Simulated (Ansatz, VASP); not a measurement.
**Na2S: VASP beside Ansatz**

File INCAR:

```
PREC = Accurate
ENCUT = 500
EDIFF = 1E-6
ISMEAR = 0
SIGMA = 0.02
LREAL = False
LASPH = True
NELM = 120
ALGO = Normal
ISIF = 2
LWAVE = False
LCHARG = True
GGA = PE
LELF = True
LVHAR = True
NBANDS = 17
GGA_COMPAT = False
```

The input KPOINTS:

```
regular mesh
0
Gamma
  6 6 6
```

File POSCAR:

```
Na2S
1.0
    0.0000000000      3.3132175700      3.3132175700
    3.3132175700      0.0000000000      3.3132175700
    3.3132175700      3.3132175700      0.0000000000
Na S
2 1
Direct
    0.2500000000      0.2500000000      0.2500000000
    0.7500000000      0.7500000000      0.7500000000
    0.0000000000      0.0000000000      0.0000000000
```

Input for Ansatz:

```yaml
crystal:
  lattice:
    - [0.0, 3.31321757, 3.31321757]
    - [3.31321757, 0.0, 3.31321757]
    - [3.31321757, 3.31321757, 0.0]
  atoms:
    - { symbol: Na, position: [0.25, 0.25, 0.25] }
    - { symbol: Na, position: [0.75, 0.75, 0.75] }
    - { symbol: S, position: [0.0, 0.0, 0.0] }
basis:
  ecutwfc: 420
kpoints:
  mp_grid: { grid: [6, 6, 6] }
hamiltonian:
  xc: pbe
scf:
  occupations: { method: gaussian, width: 0.02 }
output:
  forces: true
  stress: true
  eigenvalues: true
  populations: true
```

Alike in both runs: task single point; functional PBE; k mesh 6 × 6 × 6; occupations gaussian, width 0.02 eV; no spin polarisation.

```csv
,VASP,Ansatz
version,VASP 6.6.1,Ansatz 0.2.0
potentials or method,"VASP PAW PBE potentials, release 64 (Na_pv, S), cutoff 500 eV","scalar-relativistic, plane waves, PAW"
valence electrons in the cell,20,24
```

|  | VASP | Ansatz | Ansatz less VASP |
| --- | --- | --- | --- |
| gap on the k mesh at the Fermi level (eV) | 2.36 | 2.36 | +0.002 |
| least direct gap on the mesh (eV) | 2.36 | 2.36 | +0.002 |
| pressure (GPa) | -0.7 | -0.7 | 0.00 |

VASP's potentials hold 20 valence electrons a cell and Ansatz's 24, so a difference there can come from the potentials and not from the codes.
